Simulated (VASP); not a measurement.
# AgB (P-6m2) in VASP: a series of runs, part 2 of 2

VASP 6.6.1.

**4. Single point, PBE**

This run uses another cell than the first one, of 12.90 Å³/atom, 1.004 times its volume.

The input, INCAR:

```
SYSTEM = AgB
ALGO = Normal ; EDIFF = 1E-6
ENCUT = 520 ; GGA = PE
ISIF = 2 ; ISMEAR = 0
LASPH = .TRUE. ; LCHARG = .TRUE.
LELF = .TRUE. ; LREAL = .FALSE.
LVHAR = .TRUE. ; LWAVE = .FALSE.
NBANDS = 14 ; NELM = 80
PREC = Accurate ; SIGMA = 0.1
```

The input, KPOINTS:

```
k-points
0
G
  18 18 20
  0 0 0
```

The input, POSCAR:

```
AgB
1.0
    3.2820006253      0.0000000000      0.0000000000
   -1.6410003126      2.8422959167      0.0000000000
    0.0000000000      0.0000000000      2.7661922210
Ag B
1 1
Direct
    0.3333333333      0.6666666667      0.5000000000
    0.0000000000      0.0000000000      0.0000000000
```

Potentials or basis: VASP PAW PBE potentials, release 64 (Ag, B).

On the command line:

```
cat potpaw_PBE.64/Ag/POTCAR potpaw_PBE.64/B/POTCAR > POTCAR
mpirun -np 1 vasp_std > vasp.out
```

OUTCAR:

```text
SYSTEM = AgB
   EDIFF = 1E-6
   ENCUT = 520
   GGA = PE
   ISIF = 2
   ISMEAR = 0
   LASPH = .TRUE.
   LREAL = .FALSE.
   NELM = 80
   PREC = Accurate

 ion  position               nearest neighbor table
   1  0.333  0.667  0.500-   2 2.35   2 2.35   2 2.35   2 2.35   2 2.35   2 2.35
   2  0.000  0.000  0.000-   1 2.35   1 2.35   1 2.35   1 2.35   1 2.35   1 2.35

  LATTYP: Found a hexagonal cell.
 ALAT       =     3.2820006253
 C/A-ratio  =     0.8428372011

  Lattice vectors:

 A1 = (   3.2820006253,   0.0000000000,   0.0000000000)
 A2 = (  -1.6410003126,   2.8422959167,   0.0000000000)
 A3 = (   0.0000000000,   0.0000000000,   2.7661922210)

Analysis of symmetry for initial positions (statically):
=====================================================================
 Subroutine PRICEL returns:
 Original cell was already a primitive cell.

 Routine SETGRP: Setting up the symmetry group for a
 hexagonal supercell.

 Subroutine GETGRP returns: Found 12 space group operations
 (whereof 12 operations were pure point group operations)
 out of a pool of 24 trial point group operations.

The static configuration has the point symmetry D_3h.

Analysis of symmetry for dynamics (positions and initial velocities):
=====================================================================
 Subroutine PRICEL returns:
 Original cell was already a primitive cell.

 Routine SETGRP: Setting up the symmetry group for a
 hexagonal supercell.

 Subroutine GETGRP returns: Found 12 space group operations
 (whereof 12 operations were pure point group operations)
 out of a pool of 24 trial point group operations.

The dynamic configuration has the point symmetry D_3h.

 Subroutine INISYM returns: Found 12 space group operations
 (whereof 12 operations are pure point group operations),
 and found     1 'primitive' translations

----------------------------------------------------------------------------------------

                                     Primitive cell

  volume of cell :      25.8042

  direct lattice vectors                    reciprocal lattice vectors
     3.282000625  0.000000000  0.000000000     0.304692203  0.175914125  0.000000000
    -1.641000313  2.842295917  0.000000000     0.000000000  0.351828251  0.000000000
     0.000000000  0.000000000  2.766192221     0.000000000  0.000000000  0.361507777

  length of vectors
     3.282000625  3.282000625  2.766192221     0.351828251  0.351828251  0.361507777

  position of ions in fractional coordinates (direct lattice)
     0.333333333  0.666666667  0.500000000
     0.000000000  0.000000000  0.000000000

  ion indices of the primitive-cell ions
   primitive index   ion index
                 1           1
                 2           2

----------------------------------------------------------------------------------------

 KPOINTS: k-points

Automatic generation of k-mesh.
 Grid dimensions read from file:
 generate k-points for:   18   18   20

 Generating k-lattice:

  Cartesian coordinates                     Fractional coordinates (reciprocal lattice)
     0.016927345  0.009773007  0.000000000     0.055555556  0.000000000  0.000000000
     0.000000000  0.019546014  0.000000000     0.000000000  0.055555556  0.000000000
     0.000000000  0.000000000  0.018075389     0.000000000  0.000000000  0.050000000

  Length of vectors
     0.019546014  0.019546014  0.018075389

  Shift w.r.t. Gamma in fractional coordinates (k-lattice)
     0.000000000  0.000000000  0.000000000

 Subroutine IBZKPT returns following result:
 ===========================================

 Found    407 irreducible k-points:

 Following reciprocal coordinates:
            Coordinates               Weight
  0.000000  0.000000  0.000000      1.000000
  0.055556 -0.000000  0.000000      6.000000
  0.111111 -0.000000  0.000000      6.000000
  0.166667 -0.000000  0.000000      6.000000
  0.222222 -0.000000  0.000000      6.000000
  0.277778 -0.000000  0.000000      6.000000
[... 16 lines left out ...]
  0.333333  0.111111  0.000000     12.000000
  0.388889  0.111111  0.000000     12.000000
 [... further k-points ...]
   k-points           NKPTS =    407   k-points in BZ     NKDIM =    407   number of bands    NBANDS=     14
   number of dos      NEDOS =    301   number of ions     NIONS =      2
   total plane-waves  NPLWV =  13824
   dimension x,y,z NGX =    24 NGY =   24 NGZ =   24
   dimension x,y,z NGXF=    48 NGYF=   48 NGZF=   48
   ions per type =               1   1
   NGX,Y,Z   is equivalent  to a cutoff of  12.16, 12.16, 14.42 a.u.
   NGXF,Y,Z  is equivalent  to a cutoff of  24.31, 24.31, 28.85 a.u.
 SYSTEM =  AgB
   PREC   = accura    normal or accurate (medium, high low for compatibility)
   ISTART =      0    job   : 0-new  1-cont  2-samecut
   ICHARG =      2    charge: 1-file 2-atom 10-const
   ISPIN  =      1    spin polarized calculation?
   LNONCOLLINEAR =      F non collinear calculations
   LSORBIT =      F    spin-orbit coupling
   LASPH  =      T    aspherical Exc in radial PAW
   ENCUT  =  520.0 eV  38.22 Ry    6.18 a.u.   6.10  6.10  5.14*2*pi/ulx,y,z
   NELM   =     80;   NELMIN=  2; NELMDL= -5     # of ELM steps
   EDIFF  = 0.1E-05   stopping-criterion for ELM
   LREAL  =      F    real-space projection
   EDIFFG = 0.1E-04   stopping-criterion for IOM
   NSW    =      0    number of steps for IOM
   IBRION =     -1    ionic relax: 0-MD 1-quasi-New 2-CG
   NFREE  =      0    steps in history (QN), initial steepest desc. (CG)
   ISIF   =      2    stress and relaxation
   ISYM   =      2    0-nonsym 1-usesym 2-fastsym
   POTIM  = 0.5000    time-step for ionic-motion
   TEBEG  =    0.0;   TEEND  =   0.0 temperature during run
   PSTRESS=    0.0 pullay stress
   NELECT =      14.0000    total number of electrons
   NUPDOWN=      -1.0000    fix difference up-down
   EMIN   =  10.00;   EMAX   =-10.00  energy-range for DOS
   EFERMI =   0.00;   METHOD = LEGACY
   ISMEAR =     0;   SIGMA  =   0.10  broadening in eV -4-tet -1-fermi 0-gaus
   EFERMI_NEDOS =   21; number of points for ismear=-14 and -15
   IALGO  =     38    algorithm
   IMIX   =      4    mixing-type and parameters
     AMIX     =   0.40;   BMIX     =  1.00
     AMIX_MAG =   1.60;   BMIX_MAG =  1.00
  volume/ion in A,a.u.               =      12.90        87.07
  Fermi-wavevector in a.u.,A,eV,Ry     =   1.335224  2.523207 24.256775  1.782823
  Thomas-Fermi vector in A             =   2.463945
   LORBIT       =      0    0 simple, 1 ext, 2 COOP (PROOUT), +10 PAW based schemes
   GGA     = PE    functional components
   LHFCALC =     F    Hartree Fock is set to
   AEXX    =    0.0000 exact exchange contribution
   IVDW    =     0    specifies the selected vdW correction
   LEPSILON=     F    determine dielectric tensor
   LRPA    =     F    only Hartree local field effects (RPA)
 non-spin polarized calculation
 Gauss-broadening in eV      SIGMA  =   0.10
  energy-cutoff  :      520.00
  volume of cell :       25.80
 maximum number of plane-waves:       708
   NGX = 13   NGY = 13   NGZ = 11

 number of electron      14.0000002 magnetization

 Free energy of the ion-electron system (eV)
  ---------------------------------------------------
  ext. energy  EPLUGINS =         0.00000000
  ---------------------------------------------------
  free energy    TOTEN  =        -6.96519024 eV

  energy without entropy =       -6.96251672  energy(sigma->0) =       -6.96385348

 E-fermi :   7.9089     XC(G=0): -11.8830

 val. band max:        7.8912669570   @ k =   0.3889   0.0556   0.0000
 cond. band min:       7.9089481766   @ k =   0.3889   0.2222   0.2500
 fundamental gap:      0.0176812196
 Fermi energy:         7.9089319143

 k-point     1 :       0.0000    0.0000    0.0000
  band No.  band energies     occupation
      1      -3.3559      2.00000
      2       0.8191      2.00000
      3       1.5410      2.00000
      4       1.5410      2.00000
      5       2.9959      2.00000
      6       2.9959      2.00000
      7      10.9511      0.00000
      8      10.9742      0.00000
      9      10.9742      0.00000
     10      15.1743      0.00000
     11      18.6834      0.00000
     12      18.6834      0.00000
     13      20.9716      0.00000
     14      24.2587      0.00000
[... 375 lines left out ...]
 k-point    24 :       0.3889    0.1111    0.0000
  band No.  band energies     occupation
      1      -1.1036      2.00000
      2       0.5264      2.00000
      3       1.9225      2.00000
      4       2.3455      2.00000
      5       2.8580      2.00000
      6       3.0286      2.00000
      7       4.8373      2.00000
      8       7.3462      2.00000
      9      13.0543      0.00000
     10      16.5400      0.00000
     11      19.5868      0.00000
     12      21.7423      0.00000
     13      24.4449      0.00000
     14      24.7123      0.00000

 [... further k-points ...]
[... 5 lines left out ...]
  --------------------------------------------------------------------------------------
  -------------------------------------------------------------------------------------
  Total       -0.0055195     -0.0055195     -0.0408472     -0.0000000      0.0000000      0.0000000
  in kB       -0.3427029     -0.3427029     -2.5361968     -0.0000000      0.0000000      0.0000000
  external PRESSURE =      -1.0738675 kB  Pullay stress =       0.0000000 kB

 VOLUME and BASIS-vectors are now :
 -----------------------------------------------------------------------------
  energy-cutoff  :      520.00
  volume of cell :       25.80
      direct lattice vectors                 reciprocal lattice vectors
     3.282000625  0.000000000  0.000000000     0.304692203  0.175914125  0.000000000
    -1.641000313  2.842295917  0.000000000     0.000000000  0.351828251  0.000000000
     0.000000000  0.000000000  2.766192221     0.000000000  0.000000000  0.361507777

 POSITION                                       TOTAL-FORCE (eV/Angst)
 -----------------------------------------------------------------------------------
     -0.00000      1.89486      1.38310        -0.000000      0.000000      0.000000
      0.00000      0.00000      0.00000         0.000000     -0.000000      0.000000
 -----------------------------------------------------------------------------------
    total drift:                                0.000000     -0.000000     -0.000000

  FREE ENERGIE OF THE ION-ELECTRON SYSTEM (eV)
  ---------------------------------------------------
  free  energy   TOTEN  =        -6.9651902409 eV

  energy  without entropy=       -6.9625167202  energy(sigma->0) =       -6.96385348
```

stdout:

```text
POSCAR found type information on POSCAR AgB
 POSCAR found :  2 types and       2 ions
 scaLAPACK will be used
 LDA part: xc-table for (Slater+PW92), standard interpolation
 POSCAR, INCAR and KPOINTS ok, starting setup
 FFT: planning ... GRIDC
 FFT: planning ... GRID_SOFT
 FFT: planning ... GRID
 WAVECAR not read
 entering main loop
```

It took 45 s on 1 thread of Intel Xeon Platinum 8488C (Sapphire Rapids), shared host; peak memory 0.26 GiB.

What came out:

| Property | Result |
| --- | --- |
| Free energy | -6.9652 eV |
| Pressure | -0.1 GPa |
| Band gap on the k mesh | zero (band 7 reaches 10.95 eV, above the bottom of band 8 at 4.75 eV) |

Stress tensor (GPa, compression positive):
```
-0.03  0.00  0.00
 0.00 -0.03  0.00
 0.00  0.00 -0.25
```

Levels at points of the mesh, in eV from the Fermi level:
```
           k point  band 4  band 5  band 6  band 7  band 8  band 9  band 10  band 11
(0.00, 0.00, 0.00)   -6.37   -4.91   -4.91    3.04    3.07    3.07     7.27    10.77
(0.50, 0.00, 0.00)   -5.60   -5.08   -5.01   -3.31   -0.06    5.14     7.91    11.69
(0.00, 0.00, 0.50)   -6.36   -5.69   -5.69   -2.38    3.50    3.50     9.36    10.96
(0.50, 0.00, 0.50)   -4.83   -4.23   -3.31   -1.96    0.78    3.73     4.29     8.84
```

**5. Relaxation of cell and atoms, PBE**

The input, INCAR:

```
SYSTEM = AgB
  PREC = Accurate
  ENCUT = 600
  EDIFF = 1E-7
  ISMEAR = 0
  SIGMA = 0.1
  LREAL = .FALSE.
  LASPH = .TRUE.
  NELM = 100
  ALGO = Normal
  ISIF = 3
  LWAVE = .FALSE.
  LCHARG = .FALSE.
  GGA = PE
  IBRION = 2
  NSW = 100
  EDIFFG = -0.01
```

The input, KPOINTS:

```
regular mesh
0
G
  18 18 20
  0 0 0
```

The input, POSCAR:

```
AgB
1.0
    3.2400333333      0.0000000000      0.0000000000
   -1.6200166666      2.8059511757      0.0000000000
    0.0000000000      0.0000000000      2.8321675264
Ag B
1 1
Direct
    0.3333333333      0.6666666667      0.5000000000
    0.0000000000      0.0000000000      0.0000000000
```

On the command line:

```
cat potpaw_PBE.64/Ag/POTCAR potpaw_PBE.64/B/POTCAR > POTCAR
mpirun -np 1 vasp_std > vasp.out
```

Run time: 3.9 min. Hardware: 1 thread of Intel Xeon Platinum 8488C (Sapphire Rapids), shared host; peak memory 0.3 GiB.

The run converged. Its results:

```
Free energy                            : -6.9657 eV
Relaxed volume                         : 12.90 Å³/atom
Relaxed cell                           : a = 3.285 Å, b = 3.285 Å, c = 2.759 Å, α = 90.00°, β = 90.00°, γ = 120.00°
Space group after relaxing (to 0.05 Å) : P-6m2 (No. 187)
Energy gained by relaxing              : 2.0 meV/atom
Ionic steps                            : 6
Pressure after relaxing                : 0.0 GPa
Band gap on the k mesh                 : zero (band 7 reaches 10.97 eV, above the bottom of band 8 at 4.74 eV)
```

The path:
```tsv
step	energy change (eV)	largest force (eV/Å)	pressure (GPa)	volume (Å³)
1	0.0000	0.0000	-0.64	25.75
2	-0.0014	0.0000	0.50	25.56
3	-0.0014	0.0000	0.77	25.51
4	-0.0026	0.0000	0.54	25.59
5	-0.0038	0.0000	0.14	25.74
6	-0.0039	0.0000	0.03	25.79
```

Final structure:
```xyz
2
Lattice="3.2853 0.0000 0.0000 -1.6427 2.8452 0.0000 0.0000 0.0000 2.7592" Properties=species:S:1:pos:R:3 pbc="T T T"
Ag    0.0000    1.8968    1.3796
B    -1.6427    2.8452    0.0000
```

Levels at points of the mesh, in eV from the Fermi level:
```
           k point  band 5  band 6  band 7  band 8  band 9  band 10
(0.00, 0.00, 0.00)   -4.90   -4.90    3.06    3.06    3.10     7.24
(0.50, 0.00, 0.00)   -5.08   -5.00   -3.32   -0.07    5.18     7.89
(0.00, 0.00, 0.50)   -5.69   -5.69   -2.35    3.50    3.50     9.37
(0.50, 0.00, 0.50)   -4.23   -3.29   -1.96    0.79    3.75     4.30
```

**6. Overview**

```csv
task,cell,k mesh,cutoff (eV),gap on the mesh (eV),pressure (GPa),relaxed volume (Å³/atom)
single point,"a = 3.206, b = 3.206, c = 2.888 Å, angles 90.0, 90.0, 120.0°, 2 atoms",6 × 6 × 4,520,none,0.0,-
relaxation of cell and atoms,"relaxed from a = 2.644, b = 2.644, c = 4.080 Å, angles 90.0, 90.0, 120.0°, 2 atoms",6 × 6 × 4,600,none,0.2,12.43
single point,"a = 3.282, b = 3.282, c = 2.766 Å, angles 90.0, 90.0, 120.0°, 2 atoms",18 × 18 × 20,520,none,-0.1,-
relaxation of cell and atoms,"relaxed from a = 3.240, b = 3.240, c = 2.832 Å, angles 90.0, 90.0, 120.0°, 2 atoms",18 × 18 × 20,600,none,0.0,12.90
```

Alike in all rows: level PBE; potentials or basis VASP PAW PBE potentials, release 64 (Ag, B); no spin polarisation; smearing gaussian 0.1 eV.

Caveats: some runs use coarse meshes.

Absolute energies hang on the potentials; compare differences alone.
